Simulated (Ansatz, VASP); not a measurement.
## PbS in VASP and in Ansatz

POSCAR

```
PbS
1.0
    2.1005109573      1.2127305666      3.4301898177
   -2.1005109573      1.2127305666      3.4301898177
    0.0000000000     -2.4254611333      3.4301898176
Pb S
1 1
Direct
    0.9781436759      0.9781436759      0.9781436759
    0.4774576541      0.4774576541      0.4774576541
```

File INCAR.step1:

```
SYSTEM = PbS
PREC = Accurate
ENCUT = 520
EDIFF = 1E-5
ISMEAR = 0
SIGMA = 0.01
LREAL = .FALSE.
LASPH = .TRUE.
NELM = 60
ALGO = Normal
ISIF = 2
LWAVE = .TRUE.
GGA = PE
NBANDS = 17
```

Contents of INCAR.step2:

```
SYSTEM = PbS
PREC = Accurate
ENCUT = 520
EDIFF = 1E-6
ISMEAR = 0
SIGMA = 0.01
LREAL = .FALSE.
LASPH = .TRUE.
NELM = 60
ALGO = Normal
ISIF = 2
LWAVE = .FALSE.
LCHARG = .TRUE.
GGA = PE
LHFCALC = .TRUE.
AEXX = 0.3
HFSCREEN = 0.1
PRECFOCK = Normal
LELF = .TRUE.
LVHAR = .TRUE.
ISTART = 1
NBANDS = 17
```

KPOINTS

```
regular mesh
0
G
  4 4 4
  0 0 0
```

Input for Ansatz:

```yaml
crystal:
  lattice:
    - [2.1005109573, 1.2127305666, 3.4301898177]
    - [-2.1005109573, 1.2127305666, 3.4301898177]
    - [0.0, -2.4254611333, 3.4301898176]
  atoms:
    - { symbol: Pb, position: [0.9781436759, 0.9781436759, 0.9781436759] }
    - { symbol: S, position: [0.4774576541, 0.4774576541, 0.4774576541] }
kpoints:
  mp_grid: { grid: [4, 4, 4] }
hamiltonian:
  xc: { exchange: pbe, correlation: pbe, exx: { coeff: 0.3, omega: 0.1 } }
scf:
  occupations: { method: fixed }
  n_extra_bands: 4
output:
  forces: true
  stress: true
  eigenvalues: true
```

Alike in both runs: task single point; functional PBE-based screened hybrid; k mesh 4 × 4 × 4; no spin polarisation.

|  | VASP | Ansatz |
| --- | --- | --- |
| version | VASP 6.6.1 | Ansatz 0.2.0 |
| potentials or method | VASP PAW PBE potentials, release 64 (Pb_d, S) | plane waves |
| plane-wave cutoff (eV) | 520 | 420 |
| occupations | gaussian, width 0.01 eV | fixed |
| valence electrons in the cell | 20 | 20 |

Ansatz gave:

- gap on the k mesh at the Fermi level (eV): 1.22
- pressure (GPa): 0.7

Which values does VASP return?

gap on the k mesh at the Fermi level (eV): 1.26; pressure (GPa): 0.4.

VASP's potentials were made for PBE, not for PBE-based screened hybrid. Ansatz's warnings: stress exchange threshold loose, stress scf threshold loose.

The k mesh is coarse, so the values compare programs but aren't converged. Neither program's run includes spin-orbit coupling.
